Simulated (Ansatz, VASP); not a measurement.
**One calculation of Fe5Co, two programs**

File INCAR:

```
SYSTEM = Fe5Co
PREC = Accurate
ENCUT = 600
EDIFF = 1E-7
ISMEAR = 0
SIGMA = 0.1
LREAL = .FALSE.
LASPH = .TRUE.
NELM = 150
ALGO = Normal
ISIF = 3
LWAVE = .FALSE.
LCHARG = .FALSE.
ISPIN = 2
MAGMOM = 4 4 4 4 4 3
LORBIT = 11
LMAXMIX = 4
GGA = PE
IBRION = 2
NSW = 90
EDIFFG = -0.04
```

The input KPOINTS:

```
regular mesh
0
G
  6 6 4
  0 0 0
```

POSCAR

```
Fe5Co
1.0
    4.1603640500      0.0000000000      0.0000000000
   -2.0801820200      3.6029809500      0.0000000000
    0.0000000000      0.0000000000      4.4772989300
Fe Co
5 1
Direct
    0.6666666700      0.3333333300      0.0000000000
    0.3333333300      0.6666666700      0.0000000000
    0.3333333300      0.0000000000      0.5000000000
    0.0000000000      0.3333333300      0.5000000000
    0.6666666700      0.6666666700      0.5000000000
    0.0000000000      0.0000000000      0.0000000000
```

Input for Ansatz:

```yaml
crystal:
  lattice:
    - [4.16036405, 0.0, 0.0]
    - [-2.08018202, 3.60298095, 0.0]
    - [0.0, 0.0, 4.47729893]
  atoms:
    - { symbol: Fe, position: [0.66666667, 0.33333333, 0.0], spin: 4.0 }
    - { symbol: Fe, position: [0.33333333, 0.66666667, 0.0], spin: 4.0 }
    - { symbol: Fe, position: [0.33333333, 0.0, 0.5], spin: 4.0 }
    - { symbol: Fe, position: [0.0, 0.33333333, 0.5], spin: 4.0 }
    - { symbol: Fe, position: [0.66666667, 0.66666667, 0.5], spin: 4.0 }
    - { symbol: Co, position: [0.0, 0.0, 0.0], spin: 3.0 }
basis:
  ecutwfc: 420
kpoints:
  mp_grid: { grid: [6, 6, 4] }
hamiltonian:
  xc: pbe
scf:
  occupations: { method: gaussian, width: 0.1 }
  lower_state_search: "off"
output:
  forces: true
  stress: true
  eigenvalues: true
  populations: true
magnetization:
  spin_polarized: true
relax:
  adjacent_minimum: "off"
  f_tol: 0.04
  max_steps: 70
  cell: { stress_tol: 0.4 }
```

Alike in both runs: task relaxation of cell and atoms; functional PBE; k mesh 6 × 6 × 4; occupations gaussian, width 0.1 eV; collinear spin.

|  | VASP | Ansatz |
| --- | --- | --- |
| version | VASP 6.6.1 | Ansatz 0.2.0 |
| potentials or method | VASP PAW PBE potentials, release 64 (Fe, Co), cutoff 600 eV | scalar-relativistic, plane waves, PAW |
| valence electrons in the cell | 49 | 97 |

Ansatz gave:

* gap on the k mesh at the Fermi level, each at its own relaxed structure (eV): none
* net moment per atom (μB): 2.43
* size of the moment on the site where the two differ most (μB): 1.74
* relaxed volume (Å³/atom): 11.88
* relaxed length of the cell vector where the two differ most in proportion (Å): 4.341

Task: Estimate VASP's values.

Result: gap on the k mesh at the Fermi level, each at its own relaxed structure (eV): none; net moment per atom (μB): 2.43; size of the moment on the site where the two differ most (μB): 1.67; relaxed volume (Å³/atom): 11.84; relaxed length of the cell vector where the two differ most in proportion (Å): 4.336.

Site moments also hang on the region over which each program counts them. A gap of «none» marks a metal or a gap that the smearing closes. VASP's potentials hold 49 valence electrons a cell and Ansatz's 97, so a difference there can come from the potentials and not from the codes.
